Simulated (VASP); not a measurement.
# Mo (I4/mmm) in VASP: notebook, part 2 of 2

VASP 6.6.1. Earlier steps stand in the parts before.

## Step 3: Single point, PBE (uniaxial strain along c: -4.0 %, then relaxed in part)

Input file INCAR:

```
SYSTEM = Mo
ALGO = Fast
EDIFF = 1E-6
ENCUT = 520
GGA = PE
ISIF = 2
ISMEAR = 0
LASPH = .True.
LCHARG = .True.
LELF = .True.
LREAL = .False.
LVHAR = .True.
LWAVE = .False.
NBANDS = 21
NELM = 100
PREC = Accurate
SIGMA = 0.1
```

Input file KPOINTS:

```
k-points
0
Gamma
  16 16 16
  0 0 0
```

Input file POSCAR:

```
Mo
1.0
    3.1960584093      0.0000000000      0.0000000000
    0.0000000000      3.1960584093      0.0000000000
    0.0000000000      0.0000000000      3.0341780982
Mo
2
Direct
    0.0000000000      0.0000000000      0.0000000000
    0.5000000000      0.5000000000      0.5000000000
```

Potentials or basis: VASP PAW PBE potentials, release 64 (Mo_sv).

Run with:

```sh
cat potpaw_PBE.64/Mo_sv/POTCAR > POTCAR
mpirun -np 1 vasp_std > vasp.out
```

OUTCAR:

```text
SYSTEM = Mo
   EDIFF = 1E-6
   ENCUT = 520
   GGA = PE
   ISIF = 2
   ISMEAR = 0
   LASPH = .True.
   LREAL = .False.
   NELM = 100
   PREC = Accurate

 ion  position               nearest neighbor table
   1  0.000  0.000  0.000-   2 2.72   2 2.72   2 2.72   2 2.72   2 2.72   2 2.72   2 2.72   2 2.72

   2  0.500  0.500  0.500-   1 2.72   1 2.72   1 2.72   1 2.72   1 2.72   1 2.72   1 2.72   1 2.72

  LATTYP: Found a simple tetragonal cell.
 ALAT       =     3.1960584093
 C/A-ratio  =     0.9493500148

  Lattice vectors:

 A1 = (   3.1960584093,   0.0000000000,   0.0000000000)
 A2 = (   0.0000000000,   3.1960584093,   0.0000000000)
 A3 = (   0.0000000000,   0.0000000000,   3.0341780982)

Analysis of symmetry for initial positions (statically):
=====================================================================
 Subroutine PRICEL returns following result:

  LATTYP: Found a body centered tetragonal cell.
 ALAT       =     3.1960584093
 C/A-ratio  =     0.9493500148

  Lattice vectors:

 A1 = (  -1.5980292046,  -1.5980292046,  -1.5170890491)
 A2 = (   1.5980292046,   1.5980292046,  -1.5170890491)
 A3 = (   1.5980292046,  -1.5980292046,   1.5170890491)

   2 primitive cells build up your supercell.

 Routine SETGRP: Setting up the symmetry group for a
 simple tetragonal supercell.

 Subroutine GETGRP returns: Found 16 space group operations
 (whereof 16 operations were pure point group operations)
 out of a pool of 16 trial point group operations.

The static configuration has the point symmetry D_4h.

Analysis of symmetry for dynamics (positions and initial velocities):
=====================================================================
 Subroutine PRICEL returns following result:

  LATTYP: Found a body centered tetragonal cell.
 ALAT       =     3.1960584093
 C/A-ratio  =     0.9493500148

  Lattice vectors:
[... 120 lines left out ...]
   POTIM  = 0.5000    time-step for ionic-motion
   TEBEG  =    0.0;   TEEND  =   0.0 temperature during run
   PSTRESS=    0.0 pullay stress
   NELECT =      28.0000    total number of electrons
   NUPDOWN=      -1.0000    fix difference up-down
   EMIN   =  10.00;   EMAX   =-10.00  energy-range for DOS
   EFERMI =   0.00;   METHOD = LEGACY
   ISMEAR =     0;   SIGMA  =   0.10  broadening in eV -4-tet -1-fermi 0-gaus
   EFERMI_NEDOS =   21; number of points for ismear=-14 and -15
   IALGO  =     68    algorithm
   IMIX   =      4    mixing-type and parameters
     AMIX     =   0.40;   BMIX     =  1.00
     AMIX_MAG =   1.60;   BMIX_MAG =  1.00
  volume/ion in A,a.u.               =      15.50       104.58
  Fermi-wavevector in a.u.,A,eV,Ry     =   1.582598  2.990677 34.077386  2.504617
  Thomas-Fermi vector in A             =   2.682497
   LORBIT       =      0    0 simple, 1 ext, 2 COOP (PROOUT), +10 PAW based schemes
   GGA     = PE    functional components
   LHFCALC =     F    Hartree Fock is set to
   AEXX    =    0.0000 exact exchange contribution
   IVDW    =     0    specifies the selected vdW correction
   LEPSILON=     F    determine dielectric tensor
   LRPA    =     F    only Hartree local field effects (RPA)
 non-spin polarized calculation
 RMM-DIIS sequential band-by-band and
 Gauss-broadening in eV      SIGMA  =   0.10
  energy-cutoff  :      520.00
  volume of cell :       30.99
 maximum number of plane-waves:       856
 NGX is ok and might be reduce to    24
   NGX = 11   NGY = 11   NGZ = 11

 number of electron      28.0000004 magnetization

 Free energy of the ion-electron system (eV)
  ---------------------------------------------------
  ext. energy  EPLUGINS =         0.00000000
  ---------------------------------------------------
  free energy    TOTEN  =       -21.80606085 eV

  energy without entropy =      -21.79961811  energy(sigma->0) =      -21.80283948

 E-fermi :  12.7508     XC(G=0): -13.4388

 val. band max:       12.7487078742   @ k =   0.0000   0.0000   0.3750
 cond. band min:      12.7534316004   @ k =   0.5000   0.1875   0.4375
 fundamental gap:      0.0047237262
 Fermi energy:        12.7508218157

 k-point     1 :       0.0000    0.0000    0.0000
  band No.  band energies     occupation
      1     -48.5459      2.00000
      2     -48.0823      2.00000
      3     -22.8336      2.00000
      4     -22.8336      2.00000
      5     -22.6664      2.00000
      6     -21.8004      2.00000
[... 565 lines left out ...]
     20      15.9612      0.00000
     21      27.1054      0.00000

 [... further k-points ...]
[... 5 lines left out ...]
  --------------------------------------------------------------------------------------
  -------------------------------------------------------------------------------------
  Total        0.1067213      0.1067213      3.2682287      0.0000000      0.0000000      0.0000000
  in kB        5.5168504      5.5168504    168.9477991      0.0000000      0.0000000      0.0000000
  external PRESSURE =      59.9938333 kB  Pullay stress =       0.0000000 kB

 VOLUME and BASIS-vectors are now :
 -----------------------------------------------------------------------------
  energy-cutoff  :      520.00
  volume of cell :       30.99
      direct lattice vectors                 reciprocal lattice vectors
     3.196058409  0.000000000  0.000000000     0.312885396  0.000000000  0.000000000
     0.000000000  3.196058409  0.000000000     0.000000000  0.312885396  0.000000000
     0.000000000  0.000000000  3.034178098     0.000000000  0.000000000  0.329578544

 POSITION                                       TOTAL-FORCE (eV/Angst)
 -----------------------------------------------------------------------------------
      0.00000      0.00000      0.00000         0.000000     -0.000000     -0.000000
      1.59803      1.59803      1.51709        -0.000000      0.000000      0.000000
 -----------------------------------------------------------------------------------
    total drift:                                0.000000      0.000000     -0.000000

  FREE ENERGIE OF THE ION-ELECTRON SYSTEM (eV)
  ---------------------------------------------------
  free  energy   TOTEN  =       -21.8060608468 eV

  energy  without entropy=      -21.7996181143  energy(sigma->0) =      -21.80283948
```

stdout:

```text
POSCAR found type information on POSCAR Mo
 POSCAR found :  1 types and       2 ions
 scaLAPACK will be used
 LDA part: xc-table for (Slater+PW92), standard interpolation
 POSCAR, INCAR and KPOINTS ok, starting setup
 FFT: planning ... GRIDC
 FFT: planning ... GRID_SOFT
 FFT: planning ... GRID
 WAVECAR not read
 entering main loop
```

Run time: 1.9 min. Hardware: 1 thread of Intel Xeon 6975P-C (Granite Rapids), shared host; peak memory 0.3 GiB.

What came out:

* Free energy: -21.8061 eV
* Pressure: 6.0 GPa
* Band gap on the k mesh: zero (bands 14 and 15 overlap by 2.63 eV)

Caveat: the cell differs from its parent crystal (uniaxial strain along c: -4.0 %, then relaxed in part); the cell stands under pressure.
